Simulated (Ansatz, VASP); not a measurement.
## One calculation of Ti, two programs

```
Ti
1.0
     2.19435   -3.71902    0.00000
     2.19435    3.71902    0.00000
     0.00000    0.00000    4.39454
Ti
4
Direct
  0.15250 0.84750 0.07850
  0.65250 0.34750 0.42150
  0.84750 0.15250 0.92150
  0.34750 0.65250 0.57850
```

Alike in both runs: task relaxation of cell and atoms; functional PBE; k mesh 4 × 4 × 4; occupations gaussian, width 0.1 eV; no spin polarisation.

|  | VASP | Ansatz |
| --- | --- | --- |
| version | VASP 6.6.1 | Ansatz 0.2.0 |
| potentials or method | VASP PAW PBE potentials, release 64 (Ti_sv), cutoff 600 eV | scalar-relativistic, plane waves, PAW |
| valence electrons in the cell | 48 | 48 |

```csv
,VASP,Ansatz,Ansatz less VASP
"gap on the k mesh at the Fermi level, each at its own relaxed structure (eV)",none,none,-
relaxed volume (Å³/atom),18.58,18.68,+0.102
relaxed cell length with the largest relative difference (Å),5.233,5.260,+0.0269
```

A gap of «none» marks a metal or a gap that the smearing closes.

The k mesh is coarse, so the values compare programs but aren't converged.
